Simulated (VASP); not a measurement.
# LiH (F-43m) in VASP: a series of runs

LiH is run at these levels: r2SCAN+rVV10, r2SCAN; tasks: single point.

All numbers are computed with VASP 6.6.1; they aren't measurements. Logs are shortened: lines on timing, memory, paths and dates and some standing lists are left out, and cuts for length are marked.

## Step 1: The cell of the first run

The structure is cubic, space group F-43m (No. 216). Conventional cell: a = 4.290 Å, b = 4.290 Å, c = 4.290 Å, α = 90.00°, β = 90.00°, γ = 90.00°. Within 2.5 Å of Li (site symmetry -43m) lie 4 H at 1.86 Å. H (site symmetry -43m) has 4 Li at 1.86 Å within 2.5 Å.

## Step 2: Single point, r2SCAN+rVV10

Contents of POSCAR:

```
LiH
1.0
    0.0000000000      2.1451220099      2.1451220099
    2.1451220099      0.0000000000      2.1451220099
    2.1451220099      2.1451220099      0.0000000000
Li H
1 1
Direct
    0.0000000000      0.0000000000      0.0000000000
    0.2500000000      0.2500000000      0.2500000000
```

Contents of INCAR.step1:

```
SYSTEM = LiH
PREC     = Accurate       ! precision mode
ENCUT    = 830            ! plane-wave cutoff, eV
ISMEAR   = 0              ! smearing method
SIGMA    = 0.01           ! smearing width, eV
LREAL    = .False.        ! projectors in reciprocal space
LASPH    = .True.         ! aspherical terms in the spheres
NELM     = 120            ! most SCF steps
NBANDS   = 9              ! bands
GGA      = PE             ! functional
ALGO     = Normal         ! electronic algorithm
EDIFF    = 1E-5           ! SCF threshold, eV
LWAVE    = .True.         ! write WAVECAR
LCHARG   = .False.        ! write CHGCAR
GGA_COMPAT= .False.
```

Contents of INCAR.step2:

```
SYSTEM = LiH
PREC     = Accurate       ! precision mode
ENCUT    = 830            ! plane-wave cutoff, eV
EDIFF    = 1E-6           ! SCF threshold, eV
ISMEAR   = 0              ! smearing method
SIGMA    = 0.01           ! smearing width, eV
LREAL    = .False.        ! projectors in reciprocal space
LASPH    = .True.         ! aspherical terms in the spheres
NELM     = 120            ! most SCF steps
ALGO     = Normal         ! electronic algorithm
ISIF     = 2              ! what is computed and relaxed
LWAVE    = .False.        ! write WAVECAR
LCHARG   = .False.        ! write CHGCAR
METAGGA  = R2SCAN         ! meta-GGA
LMIXTAU  = .True.       
LUSE_VDW = .True.       
IVDW_NL  = 2            
BPARAM   = 11.95        
CPARAM   = 0.0093       
NBANDS   = 9              ! bands
ISTART   = 1            
GGA_COMPAT= .False.
```

Contents of KPOINTS:

```
regular mesh
0
Gamma
  8 8 8
  0 0 0
```

Potentials or basis: VASP PAW PBE potentials, release 64 (Li_sv, H).

Launch:

```console
> cat potpaw_PBE.64/Li_sv/POTCAR potpaw_PBE.64/H/POTCAR > POTCAR
> cp INCAR.step1 INCAR
> mpirun -np 1 vasp_std > vasp.out
> cp INCAR.step2 INCAR
> mpirun -np 1 vasp_std > vasp.out
```

OUTCAR:

```text
SYSTEM = LiH
   PREC = Accurate
   ENCUT = 830
   EDIFF = 1E-6
   ISMEAR = 0
   LREAL = .False.
   LASPH = .True.
   NELM = 120
   ISIF = 2
   METAGGA = R2SCAN
   IVDW_NL = 2
   BPARAM = 11.95
   ISTART = 1

 ion  position               nearest neighbor table
   1  0.000  0.000  0.000-
   2  0.250  0.250  0.250-

  LATTYP: Found a face centered cubic cell.
 ALAT       =     4.2902440198

  Lattice vectors:

 A1 = (   0.0000000000,   2.1451220099,   2.1451220099)
 A2 = (   2.1451220099,   0.0000000000,   2.1451220099)
 A3 = (   2.1451220099,   2.1451220099,   0.0000000000)

Analysis of symmetry for initial positions (statically):
=====================================================================
 Subroutine PRICEL returns:
 Original cell was already a primitive cell.

 Routine SETGRP: Setting up the symmetry group for a
 face centered cubic supercell.

 Subroutine GETGRP returns: Found 24 space group operations
 (whereof 24 operations were pure point group operations)
 out of a pool of 48 trial point group operations.

The static configuration has the point symmetry T_d .

Analysis of symmetry for dynamics (positions and initial velocities):
=====================================================================
 Subroutine PRICEL returns:
 Original cell was already a primitive cell.

 Routine SETGRP: Setting up the symmetry group for a
 face centered cubic supercell.

 Subroutine GETGRP returns: Found 24 space group operations
 (whereof 24 operations were pure point group operations)
 out of a pool of 48 trial point group operations.

The dynamic configuration has the point symmetry T_d .

 Subroutine INISYM returns: Found 24 space group operations
 (whereof 24 operations are pure point group operations),
 and found     1 'primitive' translations

----------------------------------------------------------------------------------------

                                     Primitive cell

  volume of cell :      19.7418

  direct lattice vectors                    reciprocal lattice vectors
     0.000000000  2.145122010  2.145122010    -0.233086975  0.233086975  0.233086975
     2.145122010  0.000000000  2.145122010     0.233086975 -0.233086975  0.233086975
     2.145122010  2.145122010  0.000000000     0.233086975  0.233086975 -0.233086975

  length of vectors
     3.033660639  3.033660639  3.033660639     0.403718483  0.403718483  0.403718483
[... 80 lines left out ...]
   NELM   =    120;   NELMIN=  2; NELMDL=  0     # of ELM steps
   EDIFF  = 0.1E-05   stopping-criterion for ELM
   LREAL  =      F    real-space projection
   EDIFFG = 0.1E-04   stopping-criterion for IOM
   NSW    =      0    number of steps for IOM
   IBRION =     -1    ionic relax: 0-MD 1-quasi-New 2-CG
   NFREE  =      0    steps in history (QN), initial steepest desc. (CG)
   ISIF   =      2    stress and relaxation
   ISYM   =      2    0-nonsym 1-usesym 2-fastsym
   POTIM  = 0.5000    time-step for ionic-motion
   TEBEG  =    0.0;   TEEND  =   0.0 temperature during run
   PSTRESS=    0.0 pullay stress
   NELECT =       4.0000    total number of electrons
   NUPDOWN=      -1.0000    fix difference up-down
   EMIN   =  10.00;   EMAX   =-10.00  energy-range for DOS
   EFERMI =   0.00;   METHOD = LEGACY
   ISMEAR =     0;   SIGMA  =   0.01  broadening in eV -4-tet -1-fermi 0-gaus
   EFERMI_NEDOS =   21; number of points for ismear=-14 and -15
   IALGO  =     38    algorithm
   IMIX   =      4    mixing-type and parameters
     AMIX     =   0.40;   BMIX     =  1.00
     AMIX_MAG =   1.60;   BMIX_MAG =  1.00
  volume/ion in A,a.u.               =       9.87        66.61
  Fermi-wavevector in a.u.,A,eV,Ry     =   0.961537  1.817042 12.579322  0.924554
  Thomas-Fermi vector in A             =   2.090918
   LORBIT       =      0    0 simple, 1 ext, 2 COOP (PROOUT), +10 PAW based schemes
   METAGGA = R2SCAN    functional components
   LHFCALC =     F    Hartree Fock is set to
   AEXX    =    0.0000 exact exchange contribution
   IVDW_NL    =     2    kernel type
   BPARAM     =11.9500
   IVDW    =     0    specifies the selected vdW correction
   LEPSILON=     F    determine dielectric tensor
   LRPA    =     F    only Hartree local field effects (RPA)
 non-spin polarized calculation
 Gauss-broadening in eV      SIGMA  =   0.01
  energy-cutoff  :      830.00
  volume of cell :       19.74
 maximum number of plane-waves:      1090
 NGX is ok and might be reduce to    30
   NGX = 15   NGY = 15   NGZ = 15

 number of electron       4.0000001 magnetization

 Free energy of the ion-electron system (eV)
  ---------------------------------------------------
  ext. energy  EPLUGINS =         0.00000000
  ---------------------------------------------------
  free energy    TOTEN  =        -6.59502409 eV

  energy without entropy =       -6.59502409  energy(sigma->0) =       -6.59502409

 E-fermi :  -1.9040     XC(G=0):  -7.9934

 val. band max:       -1.9456168794   @ k =  -0.2500   0.5000   0.2500
 cond. band min:       2.7915949424   @ k =   0.5000   0.0000   0.0000
 fundamental gap:      4.7372118218
 Fermi energy:        -1.9039966630

 k-point     1 :       0.0000    0.0000    0.0000
  band No.  band energies     occupation
      1     -46.6314      2.00000
      2      -5.6530      2.00000
      3      12.1348      0.00000
      4      16.8826      0.00000
      5      16.8826      0.00000
      6      16.8826      0.00000
      7      18.5501      0.00000
      8      18.5501      0.00000
      9      18.5501      0.00000
[... 265 lines left out ...]
 k-point    24 :      -0.3750    0.2500    0.1250
  band No.  band energies     occupation
      1     -46.6050      2.00000
      2      -2.5269      2.00000
      3       3.3220      0.00000
      4       9.4673      0.00000
      5      11.4703      0.00000
      6      15.9219      0.00000
      7      19.3532      0.00000
      8      22.8737      0.00000
      9      25.2201      0.00000

 [... further k-points ...]
[... 5 lines left out ...]
  --------------------------------------------------------------------------------------
  -------------------------------------------------------------------------------------
  Total       -0.0371405     -0.0371405     -0.0371405      0.0000000      0.0000000      0.0000000
  in kB       -3.0141989     -3.0141989     -3.0141989      0.0000000      0.0000000      0.0000000
  external PRESSURE =      -3.0141989 kB  Pullay stress =       0.0000000 kB

 VOLUME and BASIS-vectors are now :
 -----------------------------------------------------------------------------
  energy-cutoff  :      830.00
  volume of cell :       19.74
      direct lattice vectors                 reciprocal lattice vectors
     0.000000000  2.145122010  2.145122010    -0.233086975  0.233086975  0.233086975
     2.145122010  0.000000000  2.145122010     0.233086975 -0.233086975  0.233086975
     2.145122010  2.145122010  0.000000000     0.233086975  0.233086975 -0.233086975

 POSITION                                       TOTAL-FORCE (eV/Angst)
 -----------------------------------------------------------------------------------
      0.00000      0.00000      0.00000        -0.000000     -0.000000     -0.000000
      1.07256      1.07256      1.07256         0.000000      0.000000      0.000000
 -----------------------------------------------------------------------------------
    total drift:                                0.000000      0.000000      0.000000

  FREE ENERGIE OF THE ION-ELECTRON SYSTEM (eV)
  ---------------------------------------------------
  free  energy   TOTEN  =        -6.5950240902 eV

  energy  without entropy=       -6.5950240902  energy(sigma->0) =       -6.59502409
```

Wall time 3.7 min (1 thread of Intel Xeon 8259CL, shared host); peak memory 0.28 GiB.

Results:

- Free energy: -6.5950 eV
- Pressure: -0.3 GPa
- Band gap on the k mesh: 4.74 eV, indirect (least direct gap 5.81 eV)

Caveat: the PAW data sets were made with another functional, which shifts forces and pressure a little.

## Step 3: Single point, r2SCAN

POSCAR is that of step 2.

Contents of INCAR.step1:

```
PREC = Accurate ; ENCUT = 830
ISMEAR = -5 ; SIGMA = 0.1
LREAL = F ; LASPH = T
NELM = 120 ; NBANDS = 9
GGA = PE ; ALGO = Normal
EDIFF = 1E-5 ; LWAVE = T
LCHARG = F ; GGA_COMPAT = F
```

Contents of INCAR.step2:

```
PREC = Accurate ; ENCUT = 830
EDIFF = 1E-6 ; ISMEAR = -5
SIGMA = 0.1 ; LREAL = F
LASPH = T ; NELM = 120
ALGO = Normal ; ISIF = 2
LWAVE = F ; LCHARG = F
METAGGA = R2SCAN ; LMIXTAU = T
NBANDS = 9 ; ISTART = 1
GGA_COMPAT = F
```

Contents of KPOINTS:

```
regular mesh
0
Gamma
  8 8 8
```

Potentials or basis: VASP PAW PBE potentials, release 64 (Li_sv, H).

Launch:

```console
> cat potpaw_PBE.64/Li_sv/POTCAR potpaw_PBE.64/H/POTCAR > POTCAR
> cp INCAR.step1 INCAR
> mpirun -np 1 vasp_std > vasp.out
> cp INCAR.step2 INCAR
> mpirun -np 1 vasp_std > vasp.out
```

OUTCAR:

```text
PREC = Accurate
   ENCUT = 830
   EDIFF = 1E-6
   ISMEAR = -5
   LREAL = F
   LASPH = T
   NELM = 120
   ISIF = 2
   METAGGA = R2SCAN
   ISTART = 1

 ion  position               nearest neighbor table
   1  0.000  0.000  0.000-
   2  0.250  0.250  0.250-

  LATTYP: Found a face centered cubic cell.
 ALAT       =     4.2902440198

  Lattice vectors:

 A1 = (   0.0000000000,   2.1451220099,   2.1451220099)
 A2 = (   2.1451220099,   0.0000000000,   2.1451220099)
 A3 = (   2.1451220099,   2.1451220099,   0.0000000000)

Analysis of symmetry for initial positions (statically):
=====================================================================
 Subroutine PRICEL returns:
 Original cell was already a primitive cell.

 Routine SETGRP: Setting up the symmetry group for a
 face centered cubic supercell.

 Subroutine GETGRP returns: Found 24 space group operations
 (whereof 24 operations were pure point group operations)
 out of a pool of 48 trial point group operations.

The static configuration has the point symmetry T_d .

Analysis of symmetry for dynamics (positions and initial velocities):
=====================================================================
 Subroutine PRICEL returns:
 Original cell was already a primitive cell.

 Routine SETGRP: Setting up the symmetry group for a
 face centered cubic supercell.

 Subroutine GETGRP returns: Found 24 space group operations
 (whereof 24 operations were pure point group operations)
 out of a pool of 48 trial point group operations.

The dynamic configuration has the point symmetry T_d .

 Subroutine INISYM returns: Found 24 space group operations
 (whereof 24 operations are pure point group operations),
 and found     1 'primitive' translations

----------------------------------------------------------------------------------------

                                     Primitive cell

  volume of cell :      19.7418

[... 111 lines left out ...]
  volume/ion in A,a.u.               =       9.87        66.61
  Fermi-wavevector in a.u.,A,eV,Ry     =   0.961537  1.817042 12.579322  0.924554
  Thomas-Fermi vector in A             =   2.090918
   LORBIT       =      0    0 simple, 1 ext, 2 COOP (PROOUT), +10 PAW based schemes
   METAGGA = R2SCAN    functional components
   LHFCALC =     F    Hartree Fock is set to
   AEXX    =    0.0000 exact exchange contribution
   IVDW    =     0    specifies the selected vdW correction
   LEPSILON=     F    determine dielectric tensor
   LRPA    =     F    only Hartree local field effects (RPA)
 non-spin polarized calculation
 Fermi weights with tetrahedron method with Bloechl corrections
  energy-cutoff  :      830.00
  volume of cell :       19.74
 maximum number of plane-waves:      1090
 NGX is ok and might be reduce to    30
   NGX = 15   NGY = 15   NGZ = 15

 number of electron       4.0000001 magnetization

 Free energy of the ion-electron system (eV)
  ---------------------------------------------------
  ext. energy  EPLUGINS =         0.00000000
  ---------------------------------------------------
  free energy    TOTEN  =        -6.71122449 eV

  energy without entropy =       -6.71122449  energy(sigma->0) =       -6.71122449

 E-fermi :  -1.7338     XC(G=0):  -7.9600

 val. band max:       -1.9507774117   @ k =  -0.2500   0.5000   0.2500
 cond. band min:       2.8339171830   @ k =   0.5000   0.0000   0.0000
 fundamental gap:      4.7846945947
 Fermi energy:        -1.7337946297

 k-point     1 :       0.0000    0.0000    0.0000
  band No.  band energies     occupation
      1     -46.6722      2.00000
      2      -5.6367      2.00000
      3      12.1651      0.00000
      4      16.9022      0.00000
      5      16.9022      0.00000
      6      16.9022      0.00000
      7      18.5698      0.00000
      8      18.5698      0.00000
      9      18.5698      0.00000
[... 265 lines left out ...]
 k-point    24 :      -0.3750    0.2500    0.1250
  band No.  band energies     occupation
      1     -46.6460      2.00000
      2      -2.5273      2.00000
      3       3.3652      0.00000
      4       9.5013      0.00000
      5      11.4948      0.00000
      6      15.9529      0.00000
      7      19.3839      0.00000
      8      22.9004      0.00000
      9      25.2473      0.00000

 [... further k-points ...]
[... 5 lines left out ...]
  --------------------------------------------------------------------------------------
  -------------------------------------------------------------------------------------
  Total       -0.0131746     -0.0131746     -0.0131746      0.0000000      0.0000000      0.0000000
  in kB       -1.0692115     -1.0692115     -1.0692115      0.0000000      0.0000000      0.0000000
  external PRESSURE =      -1.0692115 kB  Pullay stress =       0.0000000 kB

 VOLUME and BASIS-vectors are now :
 -----------------------------------------------------------------------------
  energy-cutoff  :      830.00
  volume of cell :       19.74
      direct lattice vectors                 reciprocal lattice vectors
     0.000000000  2.145122010  2.145122010    -0.233086975  0.233086975  0.233086975
     2.145122010  0.000000000  2.145122010     0.233086975 -0.233086975  0.233086975
     2.145122010  2.145122010  0.000000000     0.233086975  0.233086975 -0.233086975

 POSITION                                       TOTAL-FORCE (eV/Angst)
 -----------------------------------------------------------------------------------
      0.00000      0.00000      0.00000         0.000000      0.000000      0.000000
      1.07256      1.07256      1.07256        -0.000000     -0.000000     -0.000000
 -----------------------------------------------------------------------------------
    total drift:                                0.000000      0.000000      0.000000

  FREE ENERGIE OF THE ION-ELECTRON SYSTEM (eV)
  ---------------------------------------------------
  free  energy   TOTEN  =        -6.7112244891 eV

  energy  without entropy=       -6.7112244891  energy(sigma->0) =       -6.71122449
```

OSZICAR.step1:

```text
N       E                     dE             d eps       ncg     rms          rms(c)
DAV:   1     0.371938089176E+00    0.37194E+00   -0.18305E+03   522   0.551E+02
DAV:   2    -0.622492362697E+01   -0.65969E+01   -0.65601E+01   713   0.698E+01
DAV:   3    -0.637261387067E+01   -0.14769E+00   -0.14760E+00   631   0.890E+00
DAV:   4    -0.637388119141E+01   -0.12673E-02   -0.12670E-02   699   0.758E-01
DAV:   5    -0.637389278216E+01   -0.11591E-04   -0.11590E-04   660   0.575E-02    0.332E+00
DAV:   6    -0.610117093002E+01    0.27272E+00   -0.26245E-01   548   0.143E+00    0.162E+00
DAV:   7    -0.602515346078E+01    0.76017E-01   -0.29232E-01   577   0.175E+00    0.287E-01
DAV:   8    -0.603063921909E+01   -0.54858E-02   -0.11812E-02   590   0.566E-01    0.484E-02
DAV:   9    -0.603060340818E+01    0.35811E-04   -0.20480E-04   711   0.701E-02    0.943E-03
DAV:  10    -0.603060466016E+01   -0.12520E-05   -0.10113E-05   604   0.218E-02
   1 F= -.60306047E+01 E0= -.60306047E+01  d E =0.000000E+00
```

It took 1.9 min on 1 thread of Intel Xeon 8259CL, shared host; peak memory 0.16 GiB.

Results:

| Item | Value |
| --- | --- |
| Free energy | -6.7112 eV |
| Pressure | -0.1 GPa |
| Band gap on the k mesh | 4.78 eV, indirect (least direct gap 5.85 eV) |

Levels at points of the mesh, in eV from the valence-band top:
| k point | band 1 | band 2 | band 3 | band 4 | band 5 | band 6 |
| --- | --- | --- | --- | --- | --- | --- |
| (0.00, 0.00, 0.00) | -44.72 | -3.69 | 14.12 | 18.85 | 18.85 | 18.85 |
| (0.50, 0.00, 0.00) | -44.70 | -1.06 | 4.78 | 16.22 | 16.22 | 17.33 |
| (0.50, 0.50, 0.00) | -44.69 | -0.33 | 7.84 | 10.76 | 11.53 | 11.53 |

Caveat: the PAW data sets were made with another functional, which shifts forces and pressure a little.

(Part 1 of 2 ends here.)
